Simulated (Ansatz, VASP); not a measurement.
**One calculation of Ta, two programs**

The input INCAR:

```
SYSTEM = Ta
PREC = Accurate
ENCUT = 520
EDIFF = 1E-7
ISMEAR = -1
SIGMA = 0.05
LREAL = .False.
LASPH = .True.
NELM = 100
ALGO = Fast
ISIF = 2
LWAVE = .False.
LCHARG = .True.
GGA = PE
LELF = .True.
LVHAR = .True.
NBANDS = 18
```

Contents of KPOINTS:

```
Automatic mesh
0
Gamma
  11 11 5
  0 0 0
```

File POSCAR:

```
Ta
1.0
    2.9003720726      0.0000000000      0.0000000000
   -1.4501860363      2.5117958953      0.0000000000
    0.0000000000      0.0000000000      5.1662740000
Ta
2
Direct
    0.3303170000      0.6724740000      0.2428560000
    0.6626000000      0.3249700000      0.7592610000
```

The input input.yaml:

```yaml
crystal:
  lattice:
    - [2.9003720726, 0.0, 0.0]
    - [-1.4501860363, 2.5117958953, 0.0]
    - [0.0, 0.0, 5.166274]
  atoms:
    - { symbol: Ta, position: [0.330317, 0.672474, 0.242856] }
    - { symbol: Ta, position: [0.6626, 0.32497, 0.759261] }
kpoints:
  mp_grid: { grid: [11, 11, 5] }
scf:
  occupations: { method: fermi_dirac, width: 0.05 }
hamiltonian:
  xc: pbe
  pseudopotentials: { kind: all_electron, lapw: { basis_error: 0.001 } }
output:
  forces: true
  stress: true
  eigenvalues: true
  populations: true
```

Change from the starting cell: atoms moved at random, drawn with an rms of 0.05 Å.

Alike in both runs: task single point; functional PBE; k mesh 11 × 11 × 5; occupations fermi-dirac, width 0.05 eV; no spin polarisation.

```csv
,VASP,Ansatz
version,VASP 6.6.1,Ansatz 0.2.0
potentials or method,"VASP PAW PBE potentials, release 64 (Ta_pv), cutoff 520 eV","all-electron LAPW, scalar-relativistic"
```

Ansatz gave:

- gap on the k mesh at the Fermi level (eV): none
- pressure (GPa): -0.4
- traceless stress, the component that is largest in VASP (GPa): -1.22
- rms of the force components (eV/Å): 0.548

Question: What did VASP give for the same quantities?

Answer: gap on the k mesh at the Fermi level (eV): none; pressure (GPa): -0.3; traceless stress, the component that is largest in VASP (GPa): -1.21; rms of the force components (eV/Å): 0.547.

Atom by atom the forces differ by 0.001 eV/Å (rms over components). A gap of «none» marks a metal or a gap that the smearing closes. Ansatz ran all-electron here, and VASP with PAW potentials.

Neither program's run includes spin-orbit coupling.
